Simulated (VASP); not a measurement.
Runs of VASP 6.6.1 on Mo. The structure is that of space group I4/mmm (No. 139), or close to it. The cells are those of the table. 

```csv
cell,further INCAR settings,gap on the mesh (eV),pressure (GPa)
"a = 2.739 Å, angles 113.5, 105.4, 109.5°, 1 atom",ALGO = Fast; EDIFF = 1e-06; NBANDS = 13,none,2.3
"a = 2.761 Å, angles 119.0, 94.4, 115.9°, 1 atom",ALGO = Fast; EDIFF = 1e-07; NBANDS = 13,none,(b)
"a = 2.750 Å, angles 120.5, 104.7, 103.8°, 1 atom",ALGO = Fast; EDIFF = 1e-07; NBANDS = 13,none,9.7
"a = 2.754 Å, angles 113.6, 97.0, 118.6°, 1 atom",ALGO = Fast; EDIFF = 1e-06; NBANDS = 13,none,9.4
"a = 2.750 Å, angles 114.9, 98.4, 115.6°, 1 atom",ALGO = Fast; EDIFF = 1e-07; NBANDS = 13,none,(a)
"a = 2.743 Å, angles 116.5, 108.6, 103.6°, 1 atom",ALGO = Fast; EDIFF = 1e-07; NBANDS = 13,none,4.7
```

Alike in all rows: task single point; level PBE; potentials or basis VASP PAW PBE potentials, release 64 (Mo_sv); no spin polarisation; k mesh 20 × 20 × 20; cutoff (eV) 520; smearing gaussian 0.15 eV.

Question: Estimate the missing entries.

Answer: (a) 7.7; (b) 11.4.

A k mesh can miss the band edges, and the runs leave out spin-orbit coupling on Mo.

A gap of «none» marks levels without a gap at the run's occupations.
